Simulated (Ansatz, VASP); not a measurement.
## One calculation of Sn, two programs

The input INCAR:

```
ALGO = Normal
EDIFF = 1E-6
EDIFFG = -0.01
ENCUT = 600
GGA = PE
IBRION = 2
ISIF = 3
ISMEAR = -1
LASPH = T
LCHARG = F
LREAL = F
LWAVE = F
NELM = 60
NSW = 80
PREC = Accurate
SIGMA = 0.1
```

The input KPOINTS:

```
k-points
0
Gamma
  12 12 12
```

POSCAR

```
Sn
1.0
   -1.9137253733      1.9137253733      1.9137253733
    1.9137253733     -1.9137253733      1.9137253733
    1.9137253733      1.9137253733     -1.9137253733
Sn
1
Direct
    0.0000000000      0.0000000000      0.0000000000
```

Input for Ansatz:

```yaml
crystal:
  lattice:
    - [-1.9137253733, 1.9137253733, 1.9137253733]
    - [1.9137253733, -1.9137253733, 1.9137253733]
    - [1.9137253733, 1.9137253733, -1.9137253733]
  atoms:
    - { symbol: Sn, position: [0.0, 0.0, 0.0] }
hamiltonian:
  xc: pbe
  pseudopotentials:
    kind: paw
    azcp:
      Sn: "pseudopotentials/Sn.paw.azcp"
basis:
  ecutwfc: 420
  fft_grid_basis: typed
kpoints:
  mp_grid: { grid: [12, 12, 12], shift: [0, 0, 0] }
magnetization:
  spin_polarized: false
scf:
  occupations: { method: fermi_dirac, width: 0.1 }
relax:
  max_steps: 60
  f_tol: 0.01
  cell: {}
```

Alike in both runs: task relaxation of cell and atoms; functional PBE; k mesh 12 × 12 × 12; occupations fermi-dirac, width 0.1 eV; no spin polarisation.

|  | VASP | Ansatz |
| --- | --- | --- |
| version | VASP 6.6.1 | Ansatz 0.2.0 |
| potentials or method | VASP PAW PBE potentials, release 64 (Sn_d), cutoff 600 eV | plane waves (420 eV) with PAW, scalar-relativistic |
| valence electrons in the cell | 14 | 14 |

Ansatz gave:

| Quantity | Value |
| --- | --- |
| relaxed volume (Å³/atom) | 27.59 |
| relaxed length of the cell vector where the two differ most in proportion (Å) | 3.297 |

Task: What did VASP give for the same quantities?

Result: Relaxed volume (Å³/atom): 27.57; relaxed length of the cell vector where the two differ most in proportion (Å): 3.296.
